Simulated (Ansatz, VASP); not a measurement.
**SrTiO3 in VASP and in Ansatz**

File INCAR:

```
PREC = Accurate
ENCUT = 520
EDIFF = 1E-7
ISMEAR = 0
SIGMA = 0.05
LREAL = F
LASPH = T
NELM = 60
ALGO = Normal
ISIF = 2
LWAVE = F
LCHARG = T
GGA = PS
LELF = T
LVHAR = T
NBANDS = 51
```

The input KPOINTS:

```
Automatic mesh
0
Gamma
  6 6 6
```

The input POSCAR:

```
SrTiO3
1.0
   -3.8911201354      0.0000000000     -3.8911201354
    0.0000000000     -3.8911201354     -3.8911201354
   -3.8911201354     -3.8911201354      0.0000000000
Sr Ti O
2 2 6
Direct
    0.0000000000      0.0000000000     -0.0020878770
    0.5000000000      0.5000000000      0.5020878770
    0.2500000000      0.2500000000      0.2500000000
    0.7500000000      0.7500000000      0.7500000000
    0.5238511693      0.0238511693      0.4761488307
   -0.0238511693      0.4761488307      0.0238511693
    0.4761488307     -0.0238511693      0.0238511693
    0.0238511693      0.5238511693      0.4761488307
    0.5000000000      0.5000000000      0.0477023386
    1.0000000000      1.0000000000      0.4522976614
```

Input for Ansatz:

```yaml
crystal:
  lattice:
    - [-3.8911201354, 0.0, -3.8911201354]
    - [0.0, -3.8911201354, -3.8911201354]
    - [-3.8911201354, -3.8911201354, 0.0]
  atoms:
    - { symbol: Sr, position: [0.0, 0.0, -0.002087877] }
    - { symbol: Sr, position: [0.5, 0.5, 0.502087877] }
    - { symbol: Ti, position: [0.25, 0.25, 0.25] }
    - { symbol: Ti, position: [0.75, 0.75, 0.75] }
    - { symbol: O, position: [0.5238511693, 0.0238511693, 0.4761488307] }
    - { symbol: O, position: [-0.0238511693, 0.4761488307, 0.0238511693] }
    - { symbol: O, position: [0.4761488307, -0.0238511693, 0.0238511693] }
    - { symbol: O, position: [0.0238511693, 0.5238511693, 0.4761488307] }
    - { symbol: O, position: [0.5, 0.5, 0.0477023386] }
    - { symbol: O, position: [1.0, 1.0, 0.4522976614] }
basis:
  ecutwfc: 420
kpoints:
  mp_grid: { grid: [6, 6, 6] }
hamiltonian:
  xc: pbesol
scf:
  occupations: { method: gaussian, width: 0.05 }
output:
  forces: true
  stress: true
  eigenvalues: true
```

Change from the starting cell: mode 19 (426.9 1/cm) frozen in, largest displacement +0.263 Å.

Alike in both runs: task single point; functional PBEsol; k mesh 6 × 6 × 6; occupations gaussian, width 0.05 eV; no spin polarisation.

|  | VASP | Ansatz |
| --- | --- | --- |
| version | VASP 6.6.1 | Ansatz 0.2.0 |
| potentials or method | VASP PAW PBE potentials, release 64 (Sr_sv, Ti_sv, O), cutoff 520 eV | scalar-relativistic, plane waves, PAW |
| valence electrons in the cell | 80 | 80 |

|  | VASP | Ansatz | Ansatz less VASP |
| --- | --- | --- | --- |
| gap on the k mesh at the Fermi level (eV) | 1.64 | 1.67 | +0.031 |
| least direct gap on the mesh (eV) | 1.64 | 1.67 | +0.031 |
| pressure (GPa) | 2.1 | 1.4 | -0.75 |
| traceless stress, the component that is largest in VASP (GPa) | -1.48 | -1.53 | -0.046 |
| rms of the force components (eV/Å) | 1.091 | 1.088 | -0.0034 |

VASP's potentials were made for PBE, not for PBEsol. Atom by atom the forces differ by 0.014 eV/Å (rms over components).
